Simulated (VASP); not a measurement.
A run of VASP 6.6.1 is set up as follows.

The input INCAR:

```
SYSTEM = Si5Ge
PREC = Accurate
ENCUT = 600
EDIFF = 1E-7
ISMEAR = 0
SIGMA = 0.1
LREAL = .FALSE.
LASPH = .TRUE.
NELM = 80
ALGO = Normal
ISIF = 3
LWAVE = .FALSE.
LCHARG = .FALSE.
GGA = PE
IBRION = 2
NSW = 100
EDIFFG = -0.01
```

The input KPOINTS:

```
regular mesh
0
G
  18 18 4
  0 0 0
```

File POSCAR:

```
Si5Ge
1.0
    2.8167895853      0.0000000000      0.0000000000
   -1.4083947927      2.4394113380      0.0000000000
    0.0000000000      0.0000000000     13.4472952189
Si Ge
5 1
Direct
    0.6666666667      0.3333333333      0.8381436272
    0.6666666667      0.3333333333      0.1618563728
    0.3333333333      0.6666666667      0.6823695801
    0.3333333333      0.6666666667      0.0000000000
    0.3333333333      0.6666666667      0.3176304199
    0.6666666667      0.3333333333      0.5000000000
```

Potentials or basis: VASP PAW PBE potentials, release 64 (Si, Ge_d).

Command:

```bash
$ cat potpaw_PBE.64/Si/POTCAR potpaw_PBE.64/Ge_d/POTCAR > POTCAR
$ mpirun -np 1 vasp_std > vasp.out
```

Q: Estimate the space group after relaxing (to 0.1 Å).

A: P-6m2 (No. 187).

Q: Estimate the relaxed volume.

A: 15.39 Å³/atom.

Final structure:
```
Si Ge
1.0
     2.76317    0.00000    0.00000
    -1.38159    2.39298    0.00000
     0.00000    0.00000   13.96762
Si Ge
5 1
Direct
  0.66667 0.33333 0.84152
  0.66667 0.33333 0.15848
  0.33333 0.66667 0.68392
  0.33333 0.66667 0.00000
  0.33333 0.66667 0.31608
  0.66667 0.33333 0.50000
```

Caveat: the highest band is partly filled, so the run has too few bands.
